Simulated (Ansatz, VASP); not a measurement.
# Two plane-wave programs on SrTiO3

The input INCAR:

```
SYSTEM = SrTiO3
PREC     = Accurate       ! precision mode
ENCUT    = 520            ! plane-wave cutoff, eV
EDIFF    = 1E-6           ! SCF threshold, eV
ISMEAR   = 0              ! smearing method
SIGMA    = 0.05           ! smearing width, eV
LREAL    = .FALSE.        ! projectors in reciprocal space
LASPH    = .TRUE.         ! aspherical terms in the spheres
NELM     = 100            ! most SCF steps
ALGO     = Normal         ! electronic algorithm
ISIF     = 2              ! what is computed and relaxed
LWAVE    = .FALSE.        ! write WAVECAR
LCHARG   = .FALSE.        ! write CHGCAR
GGA      = PS             ! functional
NBANDS   = 28             ! bands
```

File KPOINTS:

```
regular mesh
0
G
  8 8 8
  0 0 0
```

POSCAR

```
SrTiO3
1.0
    3.9952814271      0.0000000000      0.0000000000
    0.0000000000      3.9952814271      0.0000000000
    0.0000000000      0.0000000000      3.8913815400
Sr Ti O
1 1 3
Direct
    0.0072188559      0.0000000000      0.0000000000
    0.5178206165      0.5000000000      0.5000000000
   -0.0291211991      0.5000000000      0.5000000000
    0.4681347103      0.0000000000      0.5000000000
    0.4681347103      0.5000000000      0.0000000000
```

Input for Ansatz:

```yaml
crystal:
  lattice:
    - [3.9952814271, 0.0, 0.0]
    - [0.0, 3.9952814271, 0.0]
    - [0.0, 0.0, 3.89138154]
  atoms:
    - { symbol: Sr, position: [0.0072188559, 0.0, 0.0] }
    - { symbol: Ti, position: [0.5178206165, 0.5, 0.5] }
    - { symbol: O, position: [-0.0291211991, 0.5, 0.5] }
    - { symbol: O, position: [0.4681347103, 0.0, 0.5] }
    - { symbol: O, position: [0.4681347103, 0.5, 0.0] }
basis:
  ecutwfc: 520.0
kpoints:
  mp_grid: { grid: [8, 8, 8] }
hamiltonian:
  xc: pbesol
  pseudopotentials: { kind: paw, azcp: { folder: soft_1 } }
scf:
  occupations: { method: gaussian, width: 0.05 }
output:
  forces: true
  stress: true
  eigenvalues: true
```

Change from the starting cell: mode 1 frozen in at -0.124 Å, equal normal strain along x and y +0.0267.

Alike in both runs: task single point; functional PBEsol; k mesh 8 × 8 × 8; occupations gaussian, width 0.05 eV; no spin polarisation.

```csv
,VASP,Ansatz
version,VASP 6.6.1,Ansatz 0.2.0
potentials or method,"VASP PAW PBE potentials, release 64 (Sr_sv, Ti_sv, O), cutoff 520 eV","scalar-relativistic, plane waves, PAW"
valence electrons in the cell,40,40
```

|  | VASP | Ansatz | Ansatz less VASP |
| --- | --- | --- | --- |
| gap on the k mesh at the Fermi level (eV) | 1.82 | 1.85 | +0.037 |
| least direct gap on the mesh (eV) | 2.45 | 2.47 | +0.024 |
| pressure (GPa) | -6.0 | -6.6 | -0.60 |
| traceless stress, the component that is largest in VASP (GPa) | -3.48 | -3.40 | +0.081 |
| rms of the force components (eV/Å) | 0.162 | 0.144 | -0.0174 |

VASP's potentials were made for PBE, not for PBEsol, and Ansatz warns of the same on its side. Atom by atom the forces differ by 0.026 eV/Å (rms over components). The functional is the same, so the differences come from potentials, cutoffs and numerics.
